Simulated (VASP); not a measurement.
# AlN in VASP: settings compared

Aim: see how the results for AlN move with the level of theory and the settings. Levels: PBE, r2SCAN. Tasks: single point.

Everything below comes from runs of VASP 6.6.1. Logs are shortened: lines on timing, memory, paths and dates and some standing lists are left out, and cuts for length are marked.

## Step 1: The cell of the first run

It takes space group Immm (No. 71, orthorhombic). Conventional cell: a = 2.822 Å, b = 2.888 Å, c = 4.038 Å, α = 90.00°, β = 90.00°, γ = 90.00°. Within 2.7 Å of Al (site symmetry mmm) lie 6 N at 2.02 Å. Within 2.7 Å of N (site symmetry mmm) lie 6 Al at 2.02 Å.

## Step 2: Single point, PBE (shear xy strain -2.3%)

File INCAR:

```
SYSTEM = AlN
PREC = Accurate ; ENCUT = 520
EDIFF = 1E-6 ; ISMEAR = -1
SIGMA = 0.02 ; LREAL = .False.
LASPH = .True. ; NELM = 60
ALGO = Normal ; ISIF = 2
LWAVE = .False. ; LCHARG = .False.
GGA = PE ; NBANDS = 11
```

File KPOINTS:

```
regular mesh
0
Gamma
  10 10 10
  0 0 0
```

File POSCAR:

```
AlN
1.0
   -0.0231160437      2.0188684454      2.0188684454
    2.0188684454     -0.0231160437      2.0188684454
    1.9957524017      1.9957524017      0.0000000000
Al N
1 1
Direct
    0.0000000000      0.0000000000      0.0000000000
    0.5000000000      0.5000000000      0.5000000000
```

Potentials or basis: VASP PAW PBE potentials, release 64 (Al, N).

Run with:

```
cat potpaw_PBE.64/Al/POTCAR potpaw_PBE.64/N/POTCAR > POTCAR
mpirun -np 1 vasp_std > vasp.out
```

OUTCAR:

```text
SYSTEM = AlN
   PREC = Accurate
   ENCUT = 520
   EDIFF = 1E-6
   ISMEAR = -1
   LREAL = .False.
   LASPH = .True.
   NELM = 60
   ISIF = 2
   GGA = PE

 ion  position               nearest neighbor table
   1  0.000  0.000  0.000-   2 2.02   2 2.02   2 2.02   2 2.02   2 2.02   2 2.02
   2  0.500  0.500  0.500-   1 2.02   1 2.02   1 2.02   1 2.02   1 2.02   1 2.02

  LATTYP: Found a body centered orthorhombic cell.
 ALAT       =     2.8224201136
 B/A-ratio  =     1.0231652420
 C/A-ratio  =     1.4305938621

  Lattice vectors:

 A1 = (   0.0231160437,  -2.0188684454,  -2.0188684454)
 A2 = (  -0.0231160437,   2.0188684454,  -2.0188684454)
 A3 = (   2.0188684454,  -0.0231160437,   2.0188684454)

Analysis of symmetry for initial positions (statically):
=====================================================================
 Subroutine PRICEL returns:
 Original cell was already a primitive cell.

 Routine SETGRP: Setting up the symmetry group for a
 body centered orthorhombic supercell.

 Subroutine GETGRP returns: Found  8 space group operations
 (whereof  8 operations were pure point group operations)
 out of a pool of  8 trial point group operations.

The static configuration has the point symmetry D_2h.

Analysis of symmetry for dynamics (positions and initial velocities):
=====================================================================
 Subroutine PRICEL returns:
 Original cell was already a primitive cell.

 Routine SETGRP: Setting up the symmetry group for a
 body centered orthorhombic supercell.

 Subroutine GETGRP returns: Found  8 space group operations
 (whereof  8 operations were pure point group operations)
 out of a pool of  8 trial point group operations.

The dynamic configuration has the point symmetry D_2h.

 Subroutine INISYM returns: Found  8 space group operations
 (whereof  8 operations are pure point group operations),
 and found     1 'primitive' translations

----------------------------------------------------------------------------------------

                                     Primitive cell

  volume of cell :      16.4550

  direct lattice vectors                    reciprocal lattice vectors
    -0.023116044  2.018868445  2.018868445    -0.244859842  0.244859842  0.247663488
     2.018868445 -0.023116044  2.018868445     0.244859842 -0.244859842  0.247663488
     1.995752402  1.995752402  0.000000000     0.250532080  0.250532080 -0.247663488

  length of vectors
     2.855204713  2.855204713  2.822420114     0.425734527  0.425734527  0.432284454

  position of ions in fractional coordinates (direct lattice)
     0.000000000  0.000000000  0.000000000
     0.500000000  0.500000000  0.500000000

  ion indices of the primitive-cell ions
   primitive index   ion index
                 1           1
                 2           2

----------------------------------------------------------------------------------------

 KPOINTS: regular mesh

Automatic generation of k-mesh.
 Grid dimensions read from file:
 generate k-points for:   10   10   10

 Generating k-lattice:

  Cartesian coordinates                     Fractional coordinates (reciprocal lattice)
    -0.024485984  0.024485984  0.024766349     0.100000000  0.000000000  0.000000000
     0.024485984 -0.024485984  0.024766349     0.000000000  0.100000000  0.000000000
     0.025053208  0.025053208 -0.024766349     0.000000000  0.000000000  0.100000000

  Length of vectors
     0.042573453  0.042573453  0.043228445

  Shift w.r.t. Gamma in fractional coordinates (k-lattice)
     0.000000000  0.000000000  0.000000000

 Subroutine IBZKPT returns following result:
 ===========================================

 Found    171 irreducible k-points:

 Following reciprocal coordinates:
            Coordinates               Weight
  0.000000  0.000000  0.000000      1.000000
  0.100000 -0.000000  0.000000      4.000000
  0.200000 -0.000000  0.000000      4.000000
  0.300000  0.000000  0.000000      4.000000
  0.400000 -0.000000  0.000000      4.000000
  0.500000 -0.000000  0.000000      2.000000
[... 16 lines left out ...]
  0.300000  0.300000  0.000000      2.000000
  0.400000  0.300000  0.000000      4.000000
 [... further k-points ...]
   k-points           NKPTS =    171   k-points in BZ     NKDIM =    171   number of bands    NBANDS=     11
   number of dos      NEDOS =    301   number of ions     NIONS =      2
   total plane-waves  NPLWV =  13824
   dimension x,y,z NGX =    24 NGY =   24 NGZ =   24
   dimension x,y,z NGXF=    48 NGYF=   48 NGZF=   48
   ions per type =               1   1
   NGX,Y,Z   is equivalent  to a cutoff of  13.97, 13.97, 14.14 a.u.
   NGXF,Y,Z  is equivalent  to a cutoff of  27.95, 27.95, 28.27 a.u.
 SYSTEM =  AlN
   PREC   = accura    normal or accurate (medium, high low for compatibility)
   ISTART =      0    job   : 0-new  1-cont  2-samecut
   ICHARG =      2    charge: 1-file 2-atom 10-const
   ISPIN  =      1    spin polarized calculation?
   LNONCOLLINEAR =      F non collinear calculations
   LSORBIT =      F    spin-orbit coupling
   LASPH  =      T    aspherical Exc in radial PAW
   ENCUT  =  520.0 eV  38.22 Ry    6.18 a.u.   5.31  5.31  5.25*2*pi/ulx,y,z
   NELM   =     60;   NELMIN=  2; NELMDL= -5     # of ELM steps
   EDIFF  = 0.1E-05   stopping-criterion for ELM
   LREAL  =      F    real-space projection
   EDIFFG = 0.1E-04   stopping-criterion for IOM
   NSW    =      0    number of steps for IOM
   IBRION =     -1    ionic relax: 0-MD 1-quasi-New 2-CG
   NFREE  =      0    steps in history (QN), initial steepest desc. (CG)
   ISIF   =      2    stress and relaxation
   ISYM   =      2    0-nonsym 1-usesym 2-fastsym
   POTIM  = 0.5000    time-step for ionic-motion
   TEBEG  =    0.0;   TEEND  =   0.0 temperature during run
   PSTRESS=    0.0 pullay stress
   NELECT =       8.0000    total number of electrons
   NUPDOWN=      -1.0000    fix difference up-down
   EMIN   =  10.00;   EMAX   =-10.00  energy-range for DOS
   EFERMI =   0.00;   METHOD = LEGACY
   ISMEAR =    -1;   SIGMA  =   0.02  broadening in eV -4-tet -1-fermi 0-gaus
   EFERMI_NEDOS =   21; number of points for ismear=-14 and -15
   IALGO  =     38    algorithm
   IMIX   =      4    mixing-type and parameters
     AMIX     =   0.40;   BMIX     =  1.00
     AMIX_MAG =   1.60;   BMIX_MAG =  1.00
  volume/ion in A,a.u.               =       8.23        55.52
  Fermi-wavevector in a.u.,A,eV,Ry     =   1.287278  2.432603 22.546017  1.657085
  Thomas-Fermi vector in A             =   2.419302
   LORBIT       =      0    0 simple, 1 ext, 2 COOP (PROOUT), +10 PAW based schemes
   GGA     = PE    functional components
   LHFCALC =     F    Hartree Fock is set to
   AEXX    =    0.0000 exact exchange contribution
   IVDW    =     0    specifies the selected vdW correction
   LEPSILON=     F    determine dielectric tensor
   LRPA    =     F    only Hartree local field effects (RPA)
 non-spin polarized calculation
  energy-cutoff  :      520.00
  volume of cell :       16.45
 maximum number of plane-waves:       457
 NGX is ok and might be reduce to    24
   NGX = 11   NGY = 11   NGZ = 11

 number of electron       7.9999999 magnetization

 Free energy of the ion-electron system (eV)
  ---------------------------------------------------
  ext. energy  EPLUGINS =         0.00000000
  ---------------------------------------------------
  free energy    TOTEN  =       -14.52978160 eV

  energy without entropy =      -14.52978160  energy(sigma->0) =      -14.52978160

 E-fermi :  10.5679     XC(G=0): -12.3054

 val. band max:       10.1814944454   @ k =   0.0000   0.0000   0.0000
 cond. band min:      14.4908970805   @ k =   0.5000   0.5000   0.0000
 fundamental gap:      4.3094026351
 Fermi energy:        10.5678859311

 k-point     1 :       0.0000    0.0000    0.0000
  band No.  band energies     occupation
      1      -7.5717      2.00000
      2       9.8614      2.00000
      3      10.0160      2.00000
      4      10.1815      2.00000
      5      15.7383      0.00000
      6      21.8516      0.00000
      7      22.2206      0.00000
      8      22.5570      0.00000
      9      27.3130      0.00000
     10      27.8422      0.00000
     11      27.8513      0.00000

 k-point     2 :       0.1000   -0.0000    0.0000
  band No.  band energies     occupation
      1      -7.3691      2.00000
      2       8.8814      2.00000
      3       9.8517      2.00000
      4      10.0590      2.00000
      5      16.3899      0.00000
      6      21.1314      0.00000
      7      22.4249      0.00000
      8      22.8412      0.00000
      9      26.2369      0.00000
     10      26.3977      0.00000
     11      28.4491      0.00000

 k-point     3 :       0.2000   -0.0000    0.0000
  band No.  band energies     occupation
      1      -6.7797      2.00000
      2       6.7302      2.00000
      3       9.5660      2.00000
      4       9.7611      2.00000
      5      17.0919      0.00000
      6      20.6809      0.00000
      7      22.7098      0.00000
      8      22.9605      0.00000
      9      25.5126      0.00000
     10      25.9227      0.00000
     11      27.7774      0.00000

 k-point     4 :       0.3000    0.0000    0.0000
  band No.  band energies     occupation
      1      -5.8764      2.00000
      2       4.4020      2.00000
      3       9.2521      2.00000
      4       9.4294      2.00000
      5      16.8524      0.00000
      6      21.6520      0.00000
      7      22.0380      0.00000
      8      22.2193      0.00000
      9      26.8305      0.00000
     10      27.0325      0.00000
     11      27.4443      0.00000
[... 239 lines left out ...]
 k-point    22 :      -0.2000    0.2000    0.0000
  band No.  band energies     occupation
      1      -5.5974      2.00000
      2       4.9910      2.00000
      3       6.9957      2.00000
      4       9.4795      2.00000
      5      18.9477      0.00000
      6      20.0980      0.00000
      7      20.9559      0.00000
      8      22.8792      0.00000
      9      25.3681      0.00000
     10      28.8226      0.00000
     11      30.7766      0.00000

 k-point    23 :       0.3000    0.3000    0.0000
  band No.  band energies     occupation
      1      -5.3069      2.00000
      2       5.1912      2.00000
      3       7.7675      2.00000
      4       8.2151      2.00000
      5      16.4682      0.00000
      6      17.2023      0.00000
      7      21.8238      0.00000
      8      25.5584      0.00000
      9      25.8730      0.00000
     10      30.6111      0.00000
     11      34.0489      0.00000

 k-point    24 :       0.4000    0.3000    0.0000
  band No.  band energies     occupation
      1      -4.5501      2.00000
      2       4.1249      2.00000
      3       7.0333      2.00000
      4       7.9599      2.00000
      5      16.4485      0.00000
      6      16.6911      0.00000
      7      22.2651      0.00000
      8      25.8276      0.00000
      9      26.3289      0.00000
     10      31.9504      0.00000
     11      34.8032      0.00000

 [... further k-points ...]
[... 5 lines left out ...]
  --------------------------------------------------------------------------------------
  -------------------------------------------------------------------------------------
  Total        0.6436592      0.6436592      0.6200360      0.7439665      0.0000000      0.0000000
  in kB       62.6714120     62.6714120     60.3712787     72.4380634      0.0000000      0.0000000
  external PRESSURE =      61.9047009 kB  Pullay stress =       0.0000000 kB

 VOLUME and BASIS-vectors are now :
 -----------------------------------------------------------------------------
  energy-cutoff  :      520.00
  volume of cell :       16.45
      direct lattice vectors                 reciprocal lattice vectors
    -0.023116044  2.018868445  2.018868445    -0.244859842  0.244859842  0.247663488
     2.018868445 -0.023116044  2.018868445     0.244859842 -0.244859842  0.247663488
     1.995752402  1.995752402  0.000000000     0.250532080  0.250532080 -0.247663488

 POSITION                                       TOTAL-FORCE (eV/Angst)
 -----------------------------------------------------------------------------------
      0.00000      0.00000      0.00000        -0.000000      0.000000      0.000000
      1.99575      1.99575      2.01887         0.000000     -0.000000     -0.000000
 -----------------------------------------------------------------------------------
    total drift:                               -0.000000     -0.000000      0.000000

  FREE ENERGIE OF THE ION-ELECTRON SYSTEM (eV)
  ---------------------------------------------------
  free  energy   TOTEN  =       -14.5297815977 eV

  energy  without entropy=      -14.5297815977  energy(sigma->0) =      -14.52978160
```

It took 34 s on 1 thread of Intel Xeon 8259CL, shared host; peak memory 0.15 GiB.

Results:

- Free energy: -14.5298 eV
- Pressure: 6.2 GPa
- Band gap on the k mesh: 4.31 eV, indirect (least direct gap 5.56 eV)

Levels at points of the mesh, in eV from the valence-band top:
```
           k point  band 2  band 3  band 4  band 5  band 6  band 7
(0.00, 0.00, 0.00)   -0.32   -0.17    0.00    5.56   11.67   12.04
(0.50, 0.00, 0.00)   -8.58   -1.24   -1.09    6.15   10.96   11.16
(0.50, 0.50, 0.00)   -7.57   -3.21   -2.73    4.31    5.31   13.94
(0.00, 0.00, 0.50)   -8.41   -1.40   -1.25    5.83   10.60   10.80
(0.50, 0.00, 0.50)   -7.57   -2.97   -2.97    4.48    5.13   13.90
```

Caveat: the cell differs from its parent crystal (shear xy strain -2.3%). A k mesh can miss the band edges.

## Step 3: Single point, r2SCAN (uniaxial x strain +2.5%)

File POSCAR:

```
AlN
1.0
    0.0000000000      2.0188684454      2.0188684454
    2.0701477039      0.0000000000      2.0188684454
    2.0701477039      2.0188684454      0.0000000000
Al N
1 1
Direct
    0.0000000000      0.0000000000      0.0000000000
    0.5000000000      0.5000000000      0.5000000000
```

File INCAR.step1:

```
ALGO     = Normal         # electronic algorithm
EDIFF    = 1E-4           # SCF threshold, eV
ENCUT    = 520            # plane-wave cutoff, eV
GGA      = PE             # functional
ISMEAR   = 0              # smearing method
LASPH    = True           # aspherical terms in the spheres
LCHARG   = False          # write CHGCAR
LREAL    = False          # projectors in reciprocal space
LWAVE    = True           # write WAVECAR
NBANDS   = 11             # bands
NELM     = 60             # most SCF steps
PREC     = Accurate       # precision mode
SIGMA    = 0.01           # smearing width, eV
```

File INCAR.step2:

```
ALGO     = Normal         # electronic algorithm
EDIFF    = 1E-6           # SCF threshold, eV
ENCUT    = 520            # plane-wave cutoff, eV
ISIF     = 2              # what is computed and relaxed
ISMEAR   = 0              # smearing method
ISTART   = 1            
LASPH    = True           # aspherical terms in the spheres
LCHARG   = False          # write CHGCAR
LMIXTAU  = True         
LREAL    = False          # projectors in reciprocal space
LWAVE    = False          # write WAVECAR
METAGGA  = R2SCAN         # meta-GGA
NBANDS   = 11             # bands
NELM     = 60             # most SCF steps
PREC     = Accurate       # precision mode
SIGMA    = 0.01           # smearing width, eV
```

File KPOINTS:

```
k-points
0
Gamma
  10 10 10
```

Potentials or basis: VASP PAW PBE potentials, release 64 (Al, N).

Run with:

```
cat potpaw_PBE.64/Al/POTCAR potpaw_PBE.64/N/POTCAR > POTCAR
cp INCAR.step1 INCAR
mpirun -np 1 vasp_std > vasp.out
cp INCAR.step2 INCAR
mpirun -np 1 vasp_std > vasp.out
```

It took 66 s on 1 thread of Intel Xeon 8259CL, shared host; peak memory 0.15 GiB.

The run converged. Its results:

```
Free energy            : -18.8812 eV
Pressure               : -7.1 GPa
Band gap on the k mesh : 5.09 eV, indirect (least direct gap 6.07 eV)
```

Stress tensor (GPa, compression positive):
```
-11.01   0.00   0.00
  0.00  -5.08   0.00
  0.00   0.00  -5.08
```

Levels at points of the mesh, in eV from the valence-band top:
```csv
k point,band 1,band 2,band 3,band 4,band 5,band 6,band 7,band 8
"(0.00, 0.00, 0.00)",-18.33,-0.18,-0.18,0.00,6.07,12.50,12.85,12.85
"(0.50, 0.00, 0.00)",-15.17,-8.42,-1.29,-1.19,6.63,11.36,11.91,14.18
"(0.50, 0.50, 0.00)",-14.17,-7.49,-3.19,-2.85,5.09,5.82,15.09,17.72
"(0.00, 0.50, 0.50)",-14.37,-7.59,-2.84,-2.84,5.32,6.06,14.76,18.42
```

Caveat: the cell differs from its parent crystal (uniaxial x strain +2.5%); the PAW data sets were made with another functional, which shifts forces and pressure a little.

## Step 4: Single point, r2SCAN (shear xy strain -2.3%)

File POSCAR:

```
AlN
1.0
   -0.0231160437      2.0188684454      2.0188684454
    2.0188684454     -0.0231160437      2.0188684454
    1.9957524017      1.9957524017      0.0000000000
Al N
1 1
Direct
    0.0000000000      0.0000000000      0.0000000000
    0.5000000000      0.5000000000      0.5000000000
```

File INCAR.step1:

```
PREC     = Accurate       # precision mode
ENCUT    = 520            # plane-wave cutoff, eV
ISMEAR   = 0              # smearing method
SIGMA    = 0.01           # smearing width, eV
LREAL    = False          # projectors in reciprocal space
LASPH    = True           # aspherical terms in the spheres
NELM     = 80             # most SCF steps
NBANDS   = 11             # bands
GGA      = PE             # functional
ALGO     = Normal         # electronic algorithm
EDIFF    = 1E-4           # SCF threshold, eV
LWAVE    = True           # write WAVECAR
LCHARG   = False          # write CHGCAR
```

File INCAR.step2:

```
PREC     = Accurate       # precision mode
ENCUT    = 520            # plane-wave cutoff, eV
EDIFF    = 1E-7           # SCF threshold, eV
ISMEAR   = 0              # smearing method
SIGMA    = 0.01           # smearing width, eV
LREAL    = False          # projectors in reciprocal space
LASPH    = True           # aspherical terms in the spheres
NELM     = 80             # most SCF steps
ALGO     = Normal         # electronic algorithm
ISIF     = 2              # what is computed and relaxed
LWAVE    = False          # write WAVECAR
LCHARG   = False          # write CHGCAR
METAGGA  = R2SCAN         # meta-GGA
LMIXTAU  = True         
NBANDS   = 11             # bands
ISTART   = 1
```

File KPOINTS:

```
regular mesh
0
Gamma
  10 10 10
```

Run with:

```
cat potpaw_PBE.64/Al/POTCAR potpaw_PBE.64/N/POTCAR > POTCAR
cp INCAR.step1 INCAR
mpirun -np 1 vasp_std > vasp.out
cp INCAR.step2 INCAR
mpirun -np 1 vasp_std > vasp.out
```

It took 1.9 min on 1 thread of Intel Xeon 8259CL, shared host; peak memory 0.16 GiB.

It converged, with:

```
Free energy            : -18.8878 eV
Pressure               : -0.7 GPa
Band gap on the k mesh : 5.13 eV, indirect (least direct gap 6.39 eV)
```

Stress tensor (GPa, compression positive):
```
-0.66  7.77  0.00
 7.77 -0.66  0.00
 0.00  0.00 -0.90
```

Levels at points of the mesh, in eV from the valence-band top:
```
           k point  band 2  band 3  band 4  band 5  band 6  band 7
(0.00, 0.00, 0.00)   -0.33   -0.17    0.00    6.39   12.40   12.78
(0.50, 0.00, 0.00)   -8.72   -1.33   -1.16    6.93   11.87   12.07
(0.50, 0.50, 0.00)   -7.74   -3.32   -2.82    5.13    6.04   15.26
(0.00, 0.00, 0.50)   -8.55   -1.49   -1.34    6.60   11.49   11.70
(0.50, 0.00, 0.50)   -7.74   -3.07   -3.07    5.36    5.81   15.22
```

Caveat: the cell differs from its parent crystal (shear xy strain -2.3%); the PAW data sets were made with another functional, which shifts forces and pressure a little. A k mesh can miss the band edges.

## Step 5: Summary

| level | cell | smearing | gap on the mesh (eV) | pressure (GPa) |
| --- | --- | --- | --- | --- |
| PBE | a = 2.855, b = 2.855, c = 2.822 Å, angles 60.4, 60.4, 60.8°, 2 atoms | fermi-dirac 0.02 eV | 4.31 | 6.2 |
| r2SCAN | a = 2.855, b = 2.892, c = 2.892 Å, angles 59.2, 60.4, 60.4°, 2 atoms | gaussian 0.01 eV | 5.09 | -7.1 |
| r2SCAN | a = 2.855, b = 2.855, c = 2.822 Å, angles 60.4, 60.4, 60.8°, 2 atoms | gaussian 0.01 eV | 5.13 | -0.7 |

Alike in all rows: task single point; potentials or basis VASP PAW PBE potentials, release 64 (Al, N); no spin polarisation; k mesh 10 × 10 × 10; cutoff (eV) 520.

Caveats: the PAW data sets were made with another functional, which shifts forces and pressure a little (some runs).

Absolute energies hang on the potentials; compare differences alone.
